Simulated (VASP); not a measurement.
# MnS (F-43m) in VASP: notebook

The runs below take MnS through single point, with PBEsol.

All numbers are computed with VASP 6.6.1; they aren't measurements. Logs are shortened: lines on timing, memory, paths and dates and some standing lists are left out, and cuts for length are marked.

### Step 1. The cell of the first run

Symmetry: F-43m, No. 216, cubic system. Conventional cell: a = 5.238 Å, b = 5.238 Å, c = 5.238 Å, α = 90.00°, β = 90.00°, γ = 90.00°. Within 3.0 Å of Mn (site symmetry -43m) lie 4 S at 2.27 Å. S (site symmetry -43m) has 4 Mn at 2.27 Å within 3.0 Å.

### Step 2. Single point, PBEsol, collinear spin, ferromagnetic start

The input, INCAR:

```
PREC = Accurate ; ENCUT = 520
EDIFF = 1E-7 ; ISMEAR = 0
SIGMA = 0.1 ; LREAL = F
LASPH = T ; NELM = 150
ALGO = Normal ; ISIF = 2
LWAVE = F ; LCHARG = F
ISPIN = 2 ; MAGMOM = 4.11 0
LORBIT = 11 ; LMAXMIX = 4
GGA = PS ; NBANDS = 20
```

The input, KPOINTS:

```
regular mesh
0
Gamma
  14 14 14
```

The input, POSCAR:

```
MnS
1.0
    0.0000000000      2.6189530401      2.6189530401
    2.6189530401      0.0000000000      2.6189530401
    2.6189530401      2.6189530401      0.0000000000
Mn S
1 1
Direct
    0.0000000000      0.0000000000      0.0000000000
    0.7500000000      0.7500000000      0.7500000000
```

Potentials or basis: VASP PAW PBE potentials, release 64 (Mn_pv, S).

Command:

```console
> cat potpaw_PBE.64/Mn_pv/POTCAR potpaw_PBE.64/S/POTCAR > POTCAR
> mpirun -np 1 vasp_std > vasp.out
```

OUTCAR:

```text
PREC = Accurate
   ENCUT = 520
   EDIFF = 1E-7
   ISMEAR = 0
   LREAL = F
   LASPH = T
   NELM = 150
   ISIF = 2
   ISPIN = 2
   LORBIT = 11
   GGA = PS

 ion  position               nearest neighbor table
   1  0.000  0.000  0.000-   2 2.27   2 2.27   2 2.27   2 2.27
   2  0.750  0.750  0.750-   1 2.27   1 2.27   1 2.27   1 2.27

  LATTYP: Found a face centered cubic cell.
 ALAT       =     5.2379060802

  Lattice vectors:

 A1 = (   0.0000000000,   2.6189530401,   2.6189530401)
 A2 = (   2.6189530401,   0.0000000000,   2.6189530401)
 A3 = (   2.6189530401,   2.6189530401,   0.0000000000)

Analysis of symmetry for initial positions (statically):
=====================================================================
 Subroutine PRICEL returns:
 Original cell was already a primitive cell.

 Routine SETGRP: Setting up the symmetry group for a
 face centered cubic supercell.

 Subroutine GETGRP returns: Found 24 space group operations
 (whereof 24 operations were pure point group operations)
 out of a pool of 48 trial point group operations.

The static configuration has the point symmetry T_d .

Analysis of symmetry for dynamics (positions and initial velocities):
=====================================================================
 Subroutine PRICEL returns:
 Original cell was already a primitive cell.

 Routine SETGRP: Setting up the symmetry group for a
 face centered cubic supercell.

 Subroutine GETGRP returns: Found 24 space group operations
 (whereof 24 operations were pure point group operations)
 out of a pool of 48 trial point group operations.

The dynamic configuration has the point symmetry T_d .

Analysis of structural, dynamic, and magnetic symmetry:
=====================================================================
 Subroutine PRICEL returns:
 Original cell was already a primitive cell.

 Routine SETGRP: Setting up the symmetry group for a
 face centered cubic supercell.

 Subroutine GETGRP returns: Found 24 space group operations
 (whereof 24 operations were pure point group operations)
 out of a pool of 48 trial point group operations.

The overall configuration has the point symmetry T_d .

 Subroutine INISYM returns: Found 24 space group operations
 (whereof 24 operations are pure point group operations),
 and found     1 'primitive' translations

----------------------------------------------------------------------------------------

                                     Primitive cell

  volume of cell :      35.9264

  direct lattice vectors                    reciprocal lattice vectors
     0.000000000  2.618953040  2.618953040    -0.190915985  0.190915985  0.190915985
     2.618953040  0.000000000  2.618953040     0.190915985 -0.190915985  0.190915985
     2.618953040  2.618953040  0.000000000     0.190915985  0.190915985 -0.190915985

  length of vectors
     3.703758909  3.703758909  3.703758909     0.330676186  0.330676186  0.330676186

  position of ions in fractional coordinates (direct lattice)
     0.000000000  0.000000000  0.000000000
     0.750000000  0.750000000  0.750000000

  ion indices of the primitive-cell ions
   primitive index   ion index
                 1           1
                 2           2

----------------------------------------------------------------------------------------

 KPOINTS: regular mesh

Automatic generation of k-mesh.
 Grid dimensions read from file:
 generate k-points for:   14   14   14

 Generating k-lattice:

  Cartesian coordinates                     Fractional coordinates (reciprocal lattice)
    -0.013636856  0.013636856  0.013636856     0.071428571  0.000000000  0.000000000
     0.013636856 -0.013636856  0.013636856     0.000000000  0.071428571  0.000000000
     0.013636856  0.013636856 -0.013636856     0.000000000  0.000000000  0.071428571

  Length of vectors
     0.023619728  0.023619728  0.023619728

  Shift w.r.t. Gamma in fractional coordinates (k-lattice)
     0.000000000  0.000000000  0.000000000

 Subroutine IBZKPT returns following result:
 ===========================================

 Found    104 irreducible k-points:

 Following reciprocal coordinates:
            Coordinates               Weight
  0.000000  0.000000  0.000000      1.000000
  0.071429  0.000000  0.000000      8.000000
  0.142857  0.000000  0.000000      8.000000
  0.214286  0.000000  0.000000      8.000000
  0.285714  0.000000  0.000000      8.000000
  0.357143  0.000000  0.000000      8.000000
[... 16 lines left out ...]
  0.214286  0.142857  0.000000     24.000000
  0.285714  0.142857  0.000000     24.000000
 [... further k-points ...]
   k-points           NKPTS =    104   k-points in BZ     NKDIM =    104   number of bands    NBANDS=     20
   number of dos      NEDOS =    301   number of ions     NIONS =      2
   total plane-waves  NPLWV =  21952
   dimension x,y,z NGX =    28 NGY =   28 NGZ =   28
   dimension x,y,z NGXF=    56 NGYF=   56 NGZF=   56
   ions per type =               1   1
[... 102 lines left out ...]
     19      18.8123      0.00000
     20      21.5339      0.00000

 k-point     4 :       0.2143    0.0000    0.0000
  band No.  band energies     occupation
      1     -43.9597      1.00000
      2     -43.9565      1.00000
      3     -43.9565      1.00000
      4      -8.4567      1.00000
      5       0.2789      1.00000
      6       0.9321      1.00000
[... 429 lines left out ...]
 k-point    23 :       0.2143    0.1429    0.0000
  band No.  band energies     occupation
      1     -43.9590      1.00000
      2     -43.9569      1.00000
      3     -43.9569      1.00000
      4      -8.4492      1.00000
      5       0.2879      1.00000
      6       0.9466      1.00000
[... 12 lines left out ...]
     19      20.2519      0.00000
     20      21.7923      0.00000

 k-point    24 :       0.2857    0.1429    0.0000
  band No.  band energies     occupation
      1     -43.9608      1.00000
      2     -43.9573      1.00000
      3     -43.9572      1.00000
      4      -8.2614      1.00000
      5       0.0800      1.00000
      6       0.9775      1.00000
[... 12 lines left out ...]
     19      19.8593      0.00000
     20      23.0452      0.00000

 [... further k-points ...]

 spin component 2

 k-point     1 :       0.0000    0.0000    0.0000
  band No.  band energies     occupation
      1     -40.2305      1.00000
      2     -40.2305      1.00000
      3     -40.2305      1.00000
      4      -8.5522      1.00000
      5       2.0484      1.00000
      6       2.0484      1.00000
[... 12 lines left out ...]
     19      20.0855      0.00000
     20      20.7348      0.00000

 k-point     2 :       0.0714    0.0000    0.0000
  band No.  band energies     occupation
      1     -40.2311      1.00000
      2     -40.2306      1.00000
      3     -40.2306      1.00000
      4      -8.5110      1.00000
      5       1.9226      1.00000
      6       2.0591      1.00000
[... 12 lines left out ...]
     19      19.7724      0.00000
     20      21.2609      0.00000

 k-point     3 :       0.1429    0.0000    0.0000
  band No.  band energies     occupation
      1     -40.2330      1.00000
      2     -40.2309      1.00000
      3     -40.2309      1.00000
      4      -8.3930      1.00000
      5       1.5923      1.00000
      6       2.0882      1.00000
[... 12 lines left out ...]
     19      19.3819      0.00000
     20      22.3256      0.00000

 k-point     4 :       0.2143    0.0000    0.0000
  band No.  band energies     occupation
      1     -40.2356      1.00000
      2     -40.2313      1.00000
      3     -40.2313      1.00000
      4      -8.2142      1.00000
      5       1.1559      1.00000
      6       2.1273      1.00000
[... 429 lines left out ...]
 k-point    23 :       0.2143    0.1429    0.0000
  band No.  band energies     occupation
      1     -40.2347      1.00000
      2     -40.2319      1.00000
      3     -40.2318      1.00000
      4      -8.2072      1.00000
      5       1.2598      1.00000
      6       2.0808      1.00000
[... 12 lines left out ...]
     19      20.8109      0.00000
     20      22.4604      0.00000

 k-point    24 :       0.2857    0.1429    0.0000
  band No.  band energies     occupation
      1     -40.2371      1.00000
      2     -40.2324      1.00000
      3     -40.2322      1.00000
      4      -8.0260      1.00000
      5       0.9171      1.00000
      6       2.0789      1.00000
[... 12 lines left out ...]
     19      20.5239      0.00000
     20      23.6517      0.00000

 [... further k-points ...]

------------------------ aborting loop because EDIFF is reached ----------------------------------------

  FORCE on cell =-STRESS in cart. coord.  units (eV):
  Direction    XX          YY          ZZ          XY          YZ          ZX
  --------------------------------------------------------------------------------------
  -------------------------------------------------------------------------------------
  Total        0.9484478      0.9484478      0.9484478      0.0000000      0.0000000      0.0000000
  in kB       42.2971275     42.2971275     42.2971275      0.0000000      0.0000000      0.0000000
  external PRESSURE =      42.2971275 kB  Pullay stress =       0.0000000 kB

 VOLUME and BASIS-vectors are now :
 -----------------------------------------------------------------------------
  energy-cutoff  :      520.00
  volume of cell :       35.93
      direct lattice vectors                 reciprocal lattice vectors
     0.000000000  2.618953040  2.618953040    -0.190915985  0.190915985  0.190915985
     2.618953040  0.000000000  2.618953040     0.190915985 -0.190915985  0.190915985
     2.618953040  2.618953040  0.000000000     0.190915985  0.190915985 -0.190915985

 POSITION                                       TOTAL-FORCE (eV/Angst)
 -----------------------------------------------------------------------------------
      0.00000      0.00000      0.00000        -0.000000     -0.000000     -0.000000
      3.92843      3.92843      3.92843         0.000000      0.000000      0.000000
 -----------------------------------------------------------------------------------
    total drift:                               -0.000000     -0.000000     -0.000000

  FREE ENERGIE OF THE ION-ELECTRON SYSTEM (eV)
  ---------------------------------------------------
  free  energy   TOTEN  =       -14.7100952913 eV

  energy  without entropy=      -14.7017536065  energy(sigma->0) =      -14.70592445

 total charge

# of ion       s       p       d       tot
------------------------------------------
    1        0.307   6.291   5.043  11.641
    2        1.316   2.437   0.000   3.753
--------------------------------------------------
tot          1.622   8.728   5.043  15.394

 magnetization (x)

# of ion       s       p       d       tot
------------------------------------------
    1        0.045   0.066   3.471   3.582
    2        0.006   0.001   0.000   0.006
--------------------------------------------------
tot          0.050   0.067   3.471   3.588
```

Wall time 61 s (1 thread of Intel Xeon 6975P-C (Granite Rapids), shared host); peak memory 0.24 GiB.

What came out:

| Item | Value |
| --- | --- |
| Free energy | -14.7101 eV |
| Pressure | 4.2 GPa |
| Net moment | 3.91 μB per cell |
| Site moments | Mn +3.58; S +0.01 μB |
| Valence electrons inside the program's atomic spheres | Mn 11.64; S 3.75 |

Caveat: the cell stands under pressure; the PAW data sets were made with another functional, which shifts forces and pressure a little; a cell with one magnetic atom can't hold antiferromagnetic order, which such compounds often take; semilocal functionals often make such compounds metallic where correlation or magnetic order opens a gap, which also shifts bond lengths. With open d or f shells a metallic result of PBEsol can be an artefact of self-interaction; +U or a hybrid may open a gap.

### Step 3. Single point, PBEsol, collinear spin, ferromagnetic start

This run uses another cell than the first one, of 21.11 Å³/atom.

The input, INCAR:

```
SYSTEM = MnS
PREC = Accurate
ENCUT = 520
EDIFF = 1E-7
ISMEAR = 0
SIGMA = 0.1
LREAL = .FALSE.
LASPH = .TRUE.
NELM = 150
ALGO = Normal
ISIF = 2
LWAVE = .FALSE.
LCHARG = .FALSE.
ISPIN = 2
MAGMOM = 4.29 0
LORBIT = 11
LMAXMIX = 4
GGA = PS
NBANDS = 20
```

The input, KPOINTS:

```
regular mesh
0
G
  14 14 14
  0 0 0
```

The input, POSCAR:

```
MnS
1.0
    0.0000000000      2.7637349914      2.7637349914
    2.7637349914      0.0000000000      2.7637349914
    2.7637349914      2.7637349914      0.0000000000
Mn S
1 1
Direct
    0.0000000000      0.0000000000      0.0000000000
    0.7500000000      0.7500000000      0.7500000000
```

Potentials or basis: VASP PAW PBE potentials, release 64 (Mn_pv, S).

Command:

```console
> cat potpaw_PBE.64/Mn_pv/POTCAR potpaw_PBE.64/S/POTCAR > POTCAR
> mpirun -np 1 vasp_std > vasp.out
```

Wall time 81 s (1 thread of Intel Xeon 6975P-C (Granite Rapids), shared host); peak memory 0.27 GiB.

It converged, with:

```
Free energy                                           : -14.7713 eV
Pressure                                              : -0.9 GPa
Net moment                                            : 4.76 μB per cell
Site moments                                          : Mn +4.21; S +0.07 μB
Valence electrons inside the program's atomic spheres : Mn 11.42; S 3.74
```

Levels at points of the mesh, in eV from the Fermi level:
Spin up:
```csv
k point,band 8,band 9,band 10,band 11,band 12,band 13,band 14,band 15,band 16,band 17
"(0.00, 0.00, 0.00)",-3.05,-3.05,0.54,0.54,0.54,1.13,5.97,5.97,5.97,10.91
"(0.50, 0.00, 0.00)",-2.93,-2.93,-2.70,-0.56,-0.56,3.10,6.43,6.43,7.05,11.21
"(0.50, 0.50, 0.00)",-3.07,-2.81,-2.55,-1.99,-1.99,2.85,4.47,9.41,11.10,11.10
```
Spin down:
| k point | band 4 | band 5 | band 6 | band 7 | band 8 | band 9 | band 10 | band 11 |
| --- | --- | --- | --- | --- | --- | --- | --- | --- |
| (0.00, 0.00, 0.00) | -13.68 | -3.33 | -3.33 | -3.33 | 0.86 | 0.86 | 2.03 | 3.21 |
| (0.50, 0.00, 0.00) | -12.97 | -5.26 | -3.24 | -3.24 | 0.90 | 0.99 | 0.99 | 2.16 |
| (0.50, 0.50, 0.00) | -12.75 | -5.16 | -3.33 | -3.33 | -0.10 | 0.89 | 1.32 | 1.36 |

Caveat: the PAW data sets were made with another functional, which shifts forces and pressure a little; a cell with one magnetic atom can't hold antiferromagnetic order, which such compounds often take; semilocal functionals often make such compounds metallic where correlation or magnetic order opens a gap, which also shifts bond lengths. With open d or f shells a metallic result of PBEsol can be an artefact of self-interaction; +U or a hybrid may open a gap.

### Step 4. Single point, PBEsol, collinear spin, ferromagnetic start

This run uses another cell than the first one, of 20.33 Å³/atom.

The input, INCAR:

```
SYSTEM = MnS
PREC = Accurate
ENCUT = 520
EDIFF = 1E-7
ISMEAR = 0
SIGMA = 0.2
LREAL = .FALSE.
LASPH = .TRUE.
NELM = 150
ALGO = Normal
ISIF = 2
LWAVE = .FALSE.
LCHARG = .TRUE.
ISPIN = 2
MAGMOM = 4.29 0
LORBIT = 11
LMAXMIX = 4
GGA = PS
LELF = .TRUE.
LVHAR = .TRUE.
NBANDS = 20
```

KPOINTS is that of step 3.

The input, POSCAR:

```
MnS
1.0
    0.0000000000      2.7294253091      2.7294253091
    2.7294253091      0.0000000000      2.7294253091
    2.7294253091      2.7294253091      0.0000000000
Mn S
1 1
Direct
    0.0000000000      0.0000000000      0.0000000000
    0.7500000000      0.7500000000      0.7500000000
```

Command:

```console
> cat potpaw_PBE.64/Mn_pv/POTCAR potpaw_PBE.64/S/POTCAR > POTCAR
> mpirun -np 1 vasp_std > vasp.out
```

It took 4.1 min on 1 thread of Intel Xeon 8259CL, shared host; peak memory 0.28 GiB.

Results (log left out):

```
Free energy                                           : -14.7841 eV
Pressure                                              : 0.2 GPa
Net moment                                            : 4.59 μB per cell
Site moments                                          : Mn +4.09; S +0.05 μB
Valence electrons inside the program's atomic spheres : Mn 11.47; S 3.74
```

Levels at points of the mesh, in eV from the Fermi level:
Spin up:
| k point | band 10 | band 11 | band 12 | band 13 | band 14 | band 15 |
| --- | --- | --- | --- | --- | --- | --- |
| (0.00, 0.00, 0.00) | 0.76 | 0.76 | 0.76 | 1.37 | 6.12 | 6.12 |
| (0.50, 0.00, 0.00) | -2.56 | -0.40 | -0.40 | 3.31 | 6.59 | 6.59 |
| (0.50, 0.50, 0.00) | -2.43 | -1.88 | -1.88 | 3.03 | 4.64 | 9.79 |
Spin down:
```
           k point  band 3  band 4  band 5  band 6  band 7  band 8  band 9  band 10  band 11  band 12
(0.00, 0.00, 0.00)  -46.00  -13.85   -3.44   -3.44   -3.44    0.85    0.85     2.18     3.33     3.33
(0.50, 0.00, 0.00)  -46.00  -13.09   -5.41   -3.33   -3.33    0.88    0.99     0.99     2.21     2.21
(0.50, 0.50, 0.00)  -46.00  -12.84   -5.31   -3.41   -3.41   -0.21    0.89     1.35     1.36     1.36
```

Caveat: the PAW data sets were made with another functional, which shifts forces and pressure a little; a cell with one magnetic atom can't hold antiferromagnetic order, which such compounds often take; semilocal functionals often make such compounds metallic where correlation or magnetic order opens a gap, which also shifts bond lengths.

### Step 5. The runs side by side

| cell | smearing | gap on the mesh (eV) | pressure (GPa) | moment (μB) |
| --- | --- | --- | --- | --- |
| a = 3.704 Å, angles 60.0°, 2 atoms | gaussian 0.1 eV | none | 4.2 | 3.91 |
| a = 3.909 Å, angles 60.0°, 2 atoms | gaussian 0.1 eV | none | -0.9 | 4.76 |
| a = 3.860 Å, angles 60.0°, 2 atoms | gaussian 0.2 eV | none | 0.2 | 4.59 |

Alike in all rows: task single point; level PBEsol; potentials or basis VASP PAW PBE potentials, release 64 (Mn_pv, S); spin collinear, ferromagnetic start; k mesh 14 × 14 × 14; cutoff (eV) 520.

Caveats: the PAW data sets were made with another functional, which shifts forces and pressure a little; a cell with one magnetic atom can't hold antiferromagnetic order, which such compounds often take; semilocal functionals often make such compounds metallic where correlation or magnetic order opens a gap, which also shifts bond lengths; the cell stands under pressure (at least some runs).

Total energies depend on the potentials used, so only differences within one code and one set of settings carry meaning.
